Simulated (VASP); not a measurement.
# Si16BC15 (a cell with a defect) in VASP: single point with r2SCAN

Aim: the single point of Si16BC15 (a cell with a defect) with r2SCAN.

Everything below comes from runs of VASP 6.6.1. Logs are shortened: lines on timing, memory, paths and dates and some standing lists are left out, and cuts for length are marked.

### 1 The cell of the first run

The cell holds a defect, 32 atoms: a = 6.155 Å, b = 6.155 Å, c = 10.077 Å, α = 90.00°, β = 90.00°, γ = 120.00°.

### 2 Single point, r2SCAN

POSCAR reads:

```
Si16BC15
1.0
    6.1551186199     -0.0000000058      0.0000000000
   -3.0775593150     -5.3304890853      0.0000000000
    0.0000000000      0.0000000000    -10.0767692094
Si B C
16 1 15
Direct
    0.1659772650      0.3334687635      0.0615743382
    0.6668880543      0.3352539423      0.0634657834
    0.1642425140      0.8325966056      0.0634708406
    0.6668454543      0.8325757989      0.0634659159
    0.8332050743      0.1670479031      0.5618697950
    0.3324225126      0.1670609895      0.5618750044
    0.8326853478      0.6668027679      0.5644216520
    0.3324404881      0.6663081633      0.5618757488
   -0.0009647911     -0.0005090160      0.3128495276
    0.4993612545      0.0001345117      0.3102685309
   -0.0008915887      0.5004714328      0.3128561677
    0.4999982884      0.5004357415      0.3128532120
   -0.0013099586      0.5008060673      0.8123051506
    0.5006471747      0.5008029076      0.8123119681
   -0.0013130380      0.9988288353      0.8123055821
    0.4993440134      1.0001617480      0.8133016343
    0.1660357381      0.3334260075      0.2515552096
    0.6669695377      0.3352626967      0.2512175097
    0.1642734018      0.8325756023      0.2512004267
    0.6669031479      0.8325624511      0.2512108787
    0.8322450297      0.1665940543      0.7505910430
    0.3328958988      0.1665974524      0.7505915342
    0.8326681988      0.6668059071      0.7506669501
    0.3329037721      0.6672706086      0.7505922161
    0.4993594819      0.0001501430      0.4993401027
   -0.0021177630     -0.0028341263      0.5026334595
    0.5023029454      0.5016115225      0.5026373408
   -0.0021066678      0.5016162053      0.5026440042
    0.5012576258      0.5011085635      0.9973424895
   -0.0016317383      0.5011188096      0.9973423437
    0.4993336602      1.0001565601      1.0007836429
   -0.0016644160      0.9981787882      0.9973419144
```

INCAR.step1 reads:

```
SYSTEM = Si16BC15
  PREC = Accurate
  ENCUT = 520
  ISMEAR = 0
  SIGMA = 0.01
  LREAL = Auto
  LASPH = .True.
  NELM = 60
  NELECT = 128.0
  NBANDS = 86
  GGA = PE
  ALGO = Normal
  EDIFF = 1E-4
  LWAVE = .True.
  LCHARG = .False.
```

INCAR.step2 reads:

```
SYSTEM = Si16BC15
  PREC = Accurate
  ENCUT = 520
  EDIFF = 1E-6
  ISMEAR = 0
  SIGMA = 0.01
  LREAL = Auto
  LASPH = .True.
  NELM = 60
  ALGO = Normal
  ISIF = 2
  LWAVE = .False.
  LCHARG = .False.
  METAGGA = R2SCAN
  LMIXTAU = .True.
  NELECT = 128.0
  NBANDS = 86
  ISTART = 1
```

KPOINTS reads:

```
regular mesh
0
Gamma
  2 2 2
  0 0 0
```

Potentials or basis: VASP PAW PBE potentials, release 64 (Si, B, C).

On the command line:

```
cat potpaw_PBE.64/Si/POTCAR potpaw_PBE.64/B/POTCAR potpaw_PBE.64/C/POTCAR > POTCAR
cp INCAR.step1 INCAR
mpirun -np 1 vasp_std > vasp.out
cp INCAR.step2 INCAR
mpirun -np 1 vasp_std > vasp.out
```

OUTCAR:

```text
SYSTEM = Si16BC15
   PREC = Accurate
   ENCUT = 520
   EDIFF = 1E-6
   ISMEAR = 0
   LREAL = Auto
   LASPH = .True.
   NELM = 60
   ISIF = 2
   METAGGA = R2SCAN
   NELECT = 128.0
   ISTART = 1

 ion  position               nearest neighbor table
   1  0.166  0.333  0.062-  30 1.90  29 1.90  32 1.90  17 1.91   2 3.08   4 3.08   3 3.08   3 3.08
                             4 3.08   2 3.08  13 3.08  15 3.08  14 3.08  11 3.09   9 3.10  12 3.10
   2  0.667  0.335  0.063-  30 1.89  29 1.89  18 1.89  31 1.89   4 3.06   3 3.06  10 3.06  12 3.07
                            11 3.07   1 3.08   1 3.08  14 3.09  13 3.09  16 3.09   3 3.09   4 3.09
   3  0.164  0.833  0.063-  30 1.89  32 1.89  19 1.89  31 1.89   2 3.06   4 3.06  10 3.06   9 3.07
                            11 3.07   1 3.08   1 3.08  15 3.09  13 3.09  16 3.09   4 3.09   2 3.09
   4  0.667  0.833  0.063-  29 1.89  32 1.89  20 1.89  31 1.89   2 3.06   3 3.06  10 3.06  12 3.07
                             9 3.07   1 3.08   1 3.08  14 3.09  15 3.09  16 3.09   3 3.09   2 3.09
   5  0.833  0.167  0.562-  26 1.88  28 1.88  25 1.89  21 1.90   6 3.07   8 3.07   9 3.07  11 3.07
                             7 3.08   7 3.08   8 3.08   6 3.08  15 3.09  13 3.09  16 3.10  10 3.10
   6  0.332  0.167  0.562-  26 1.88  27 1.88  25 1.89  22 1.90   5 3.07   8 3.07  12 3.07   9 3.07
                             7 3.08   7 3.08   8 3.08   5 3.08  15 3.09  14 3.09  16 3.10  10 3.10
   7  0.833  0.667  0.564-  26 1.87  27 1.87  28 1.87  23 1.88  13 3.06  15 3.06  14 3.06   5 3.08
                             8 3.08   6 3.08   6 3.08   8 3.08   5 3.08  12 3.09   9 3.09  11 3.09
   8  0.332  0.666  0.562-  28 1.88  27 1.88  25 1.89  24 1.90   6 3.07   5 3.07  11 3.07  12 3.08
                             7 3.08   7 3.08   5 3.08   6 3.08  14 3.09  13 3.09  16 3.10  10 3.10
   9  0.999  0.999  0.313-  20 1.88  19 1.88  17 1.88  26 1.91  12 3.07  11 3.07   3 3.07   4 3.07
[... 17 lines left out ...]
  19  0.164  0.833  0.251-  11 1.88   9 1.88  10 1.88   3 1.89
  20  0.667  0.833  0.251-  12 1.88   9 1.88  10 1.88   4 1.89
  21  0.832  0.167  0.751-  16 1.88  15 1.89  13 1.89   5 1.90
  22  0.333  0.167  0.751-  16 1.88  15 1.89  14 1.89   6 1.90
[... 8 lines left out ...]
  31  0.499  0.000  0.001-  16 1.89   4 1.89   3 1.89   2 1.89
  32  0.998  0.998  0.997-  15 1.86   4 1.89   3 1.89   1 1.90

  LATTYP: Found a hexagonal cell.
 ALAT       =     6.1551186199
 C/A-ratio  =     1.6371364764

  Lattice vectors:

 A1 = (   6.1551186199,  -0.0000000058,   0.0000000000)
 A2 = (  -3.0775593150,  -5.3304890853,   0.0000000000)
 A3 = (   0.0000000000,   0.0000000000, -10.0767692094)

Analysis of symmetry for initial positions (statically):
=====================================================================
 Subroutine PRICEL returns:
 Original cell was already a primitive cell.

 Routine SETGRP: Setting up the symmetry group for a
 hexagonal supercell.

 Subroutine GETGRP returns: Found  1 space group operations
 (whereof  1 operations were pure point group operations)
 out of a pool of 24 trial point group operations.

The static configuration has the point symmetry C_1 .

Analysis of symmetry for dynamics (positions and initial velocities):
=====================================================================
 Subroutine PRICEL returns:
 Original cell was already a primitive cell.

 Routine SETGRP: Setting up the symmetry group for a
 hexagonal supercell.

 Subroutine GETGRP returns: Found  1 space group operations
 (whereof  1 operations were pure point group operations)
 out of a pool of 24 trial point group operations.

The dynamic configuration has the point symmetry C_1 .

 Subroutine INISYM returns: Found  1 space group operations
 (whereof  1 operations are pure point group operations),
 and found     1 'primitive' translations

----------------------------------------------------------------------------------------

                                     Primitive cell

  volume of cell :     330.6167

  direct lattice vectors                    reciprocal lattice vectors
     6.155118620 -0.000000006  0.000000000     0.162466406 -0.093800023  0.000000000
    -3.077559315 -5.330489085  0.000000000    -0.000000000 -0.187600046  0.000000000
     0.000000000  0.000000000-10.076769209     0.000000000  0.000000000 -0.099238157

  length of vectors
     6.155118620  6.155118620 10.076769209     0.187600046  0.187600046  0.099238157

  position of ions in fractional coordinates (direct lattice)
     0.165977265  0.333468764  0.061574338
     0.666888054  0.335253942  0.063465783
     0.164242514  0.832596606  0.063470841
     0.666845454  0.832575799  0.063465916
[... 75 lines left out ...]
     0.081233203 -0.046900012  0.000000000     0.500000000  0.000000000  0.000000000
    -0.000000000 -0.093800023  0.000000000     0.000000000  0.500000000  0.000000000
     0.000000000  0.000000000 -0.049619078     0.000000000  0.000000000  0.500000000

  Length of vectors
     0.093800023  0.093800023  0.049619078

  Shift w.r.t. Gamma in fractional coordinates (k-lattice)
     0.000000000  0.000000000  0.000000000

 Subroutine IBZKPT returns following result:
 ===========================================

 Found      8 irreducible k-points:

 Following reciprocal coordinates:
            Coordinates               Weight
  0.000000  0.000000  0.000000      1.000000
  0.500000  0.000000  0.000000      1.000000
  0.000000  0.500000  0.000000      1.000000
  0.500000  0.500000  0.000000      1.000000
  0.000000  0.000000  0.500000      1.000000
  0.500000  0.000000  0.500000      1.000000
  0.000000  0.500000  0.500000      1.000000
  0.500000  0.500000  0.500000      1.000000
   k-points           NKPTS =      8   k-points in BZ     NKDIM =      8   number of bands    NBANDS=     86
   number of dos      NEDOS =    301   number of ions     NIONS =     32
   total plane-waves  NPLWV = 184320
   dimension x,y,z NGX =    48 NGY =   48 NGZ =   80
   dimension x,y,z NGXF=    96 NGYF=   96 NGZF=  160
   ions per type =              16   1  15
   NGX,Y,Z   is equivalent  to a cutoff of  12.96, 12.96, 13.20 a.u.
   NGXF,Y,Z  is equivalent  to a cutoff of  25.93, 25.93, 26.40 a.u.
 SYSTEM =  Si16BC15
   PREC   = accura    normal or accurate (medium, high low for compatibility)
   ISTART =      1    job   : 0-new  1-cont  2-samecut
   ICHARG =      0    charge: 1-file 2-atom 10-const
   ISPIN  =      1    spin polarized calculation?
   LNONCOLLINEAR =      F non collinear calculations
   LSORBIT =      F    spin-orbit coupling
   LASPH  =      T    aspherical Exc in radial PAW
   ENCUT  =  520.0 eV  38.22 Ry    6.18 a.u.  11.44 11.44 18.74*2*pi/ulx,y,z
   NELM   =     60;   NELMIN=  2; NELMDL=  0     # of ELM steps
   EDIFF  = 0.1E-05   stopping-criterion for ELM
   LREAL  =      T    real-space projection
   EDIFFG = 0.1E-04   stopping-criterion for IOM
   NSW    =      0    number of steps for IOM
   IBRION =     -1    ionic relax: 0-MD 1-quasi-New 2-CG
   NFREE  =      0    steps in history (QN), initial steepest desc. (CG)
   ISIF   =      2    stress and relaxation
   ISYM   =      2    0-nonsym 1-usesym 2-fastsym
   POTIM  = 0.5000    time-step for ionic-motion
   TEBEG  =    0.0;   TEEND  =   0.0 temperature during run
   PSTRESS=    0.0 pullay stress
   NELECT =     128.0000    total number of electrons
   NUPDOWN=      -1.0000    fix difference up-down
   EMIN   =  10.00;   EMAX   =-10.00  energy-range for DOS
   EFERMI =   0.00;   METHOD = LEGACY
   ISMEAR =     0;   SIGMA  =   0.01  broadening in eV -4-tet -1-fermi 0-gaus
   EFERMI_NEDOS =   21; number of points for ismear=-14 and -15
   IALGO  =     38    algorithm
   IMIX   =      4    mixing-type and parameters
     AMIX     =   0.40;   BMIX     =  1.00
     AMIX_MAG =   1.60;   BMIX_MAG =  1.00
  volume/ion in A,a.u.               =      10.33        69.72
  Fermi-wavevector in a.u.,A,eV,Ry     =   1.193172  2.254769 19.370077  1.423661
  Thomas-Fermi vector in A             =   2.329193
   LORBIT       =      0    0 simple, 1 ext, 2 COOP (PROOUT), +10 PAW based schemes
   METAGGA = R2SCAN    functional components
   LHFCALC =     F    Hartree Fock is set to
   AEXX    =    0.0000 exact exchange contribution
   IVDW    =     0    specifies the selected vdW correction
   LEPSILON=     F    determine dielectric tensor
   LRPA    =     F    only Hartree local field effects (RPA)
 non-spin polarized calculation
 Gauss-broadening in eV      SIGMA  =   0.01
  energy-cutoff  :      520.00
  volume of cell :      330.62
 maximum number of plane-waves:      8977
 NGX is ok and might be reduce to    48
   NGX = 23   NGY = 23   NGZ = 37

 number of electron     128.0000002 magnetization

 Free energy of the ion-electron system (eV)
  ---------------------------------------------------
  ext. energy  EPLUGINS =         0.00000000
  ---------------------------------------------------
  free energy    TOTEN  =      -294.63046231 eV

  energy without entropy =     -294.63046231  energy(sigma->0) =     -294.63046231

 E-fermi :   9.0199     XC(G=0): -11.9612

 val. band max:        8.9516982146   @ k =   0.0000   0.0000   0.0000
 cond. band min:      10.6125209651   @ k =   0.0000   0.0000   0.0000
 fundamental gap:      1.6608227505
 Fermi energy:         9.0198870032

 k-point     1 :       0.0000    0.0000    0.0000
  band No.  band energies     occupation
      1      -8.2624      2.00000
      2      -7.0826      2.00000
      3      -6.8153      2.00000
      4      -4.8072      2.00000
      5      -4.8070      2.00000
      6      -4.8067      2.00000
[... 621 lines left out ...]
     75      14.1388      0.00000
     76      14.2741      0.00000
 [bands above 76 left out]

------------------------ aborting loop because EDIFF is reached ----------------------------------------

  FORCE on cell =-STRESS in cart. coord.  units (eV):
  Direction    XX          YY          ZZ          XY          YZ          ZX
  --------------------------------------------------------------------------------------
  -------------------------------------------------------------------------------------
  Total       19.4667427     19.4903355     16.6153381     -0.0083439     -0.0021420     -0.0022645
  in kB       94.3363509     94.4506822     80.5183689     -0.0404348     -0.0103803     -0.0109739
  external PRESSURE =      89.7684673 kB  Pullay stress =       0.0000000 kB

 VOLUME and BASIS-vectors are now :
 -----------------------------------------------------------------------------
  energy-cutoff  :      520.00
  volume of cell :      330.62
      direct lattice vectors                 reciprocal lattice vectors
     6.155118620 -0.000000006  0.000000000     0.162466406 -0.093800023  0.000000000
    -3.077559315 -5.330489085  0.000000000    -0.000000000 -0.187600046  0.000000000
     0.000000000  0.000000000-10.076769209     0.000000000  0.000000000 -0.099238157

 POSITION                                       TOTAL-FORCE (eV/Angst)
 -----------------------------------------------------------------------------------
     -0.00466     -1.77755     -0.62047        -0.000790      0.001345     -0.005700
      3.07301     -1.78707     -0.63953        -0.000884      0.004145     -0.013954
     -1.55143     -4.43815     -0.63958         0.000949     -0.001775     -0.009901
      1.54221     -4.43804     -0.63953        -0.000140     -0.002452     -0.013376
      4.61438     -0.89045     -5.66183        -0.005125     -0.001497      0.017526
      1.53196     -0.89052     -5.66188         0.000784     -0.000091      0.018735
[... 24 lines left out ...]
      3.07298     -0.00083     -0.00790         0.006289      0.001540      0.022513
      3.07292     -5.32078    -10.04998         0.002113     -0.010134      0.010217
 -----------------------------------------------------------------------------------
    total drift:                                0.054420      0.003724      0.018126

  FREE ENERGIE OF THE ION-ELECTRON SYSTEM (eV)
  ---------------------------------------------------
  free  energy   TOTEN  =      -294.6304623141 eV

  energy  without entropy=     -294.6304623141  energy(sigma->0) =     -294.63046231
```

Wall time 10 min (1 thread of Intel Xeon 6975P-C (Granite Rapids), shared host); peak memory 0.55 GiB.

Results:

- Free energy: -294.6305 eV
- Largest force: 0.023 eV/Å

Forces on the atoms (eV/Å):
```
Si  -0.001  0.001 -0.006
Si  -0.001  0.004 -0.014
Si   0.001 -0.002 -0.010
Si   0.000 -0.002 -0.013
Si  -0.005 -0.001  0.018
Si   0.001  0.000  0.019
Si   0.000  0.002  0.021
Si  -0.002 -0.001  0.018
Si  -0.002  0.000  0.000
Si   0.001 -0.002 -0.004
Si  -0.002  0.004  0.000
Si  -0.003  0.001  0.000
Si  -0.002  0.000 -0.009
Si  -0.001 -0.002 -0.008
Si  -0.003  0.001 -0.010
Si  -0.001  0.000 -0.008
B   -0.003 -0.004 -0.004
C   -0.002 -0.002  0.013
C    0.000  0.000  0.008
C    0.000 -0.002  0.011
C    0.002  0.000 -0.006
C    0.003 -0.002 -0.010
C    0.007  0.001  0.000
C    0.003  0.005 -0.007
C    0.007  0.002 -0.020
C    0.001 -0.003 -0.009
C   -0.004  0.003 -0.012
C    0.000  0.001 -0.012
C   -0.005  0.003  0.011
C    0.003  0.001  0.012
C    0.006  0.002  0.023
C    0.002 -0.010  0.010
```

Caveat: the k points lie up to 0.59 Å⁻¹ apart; the cell carries a net charge on a neutralising background, which shifts energy and pressure; the cell is charged against a uniform background, so pressure and absolute levels hang on convention; the PAW data sets were made with another functional, which shifts forces and pressure a little.
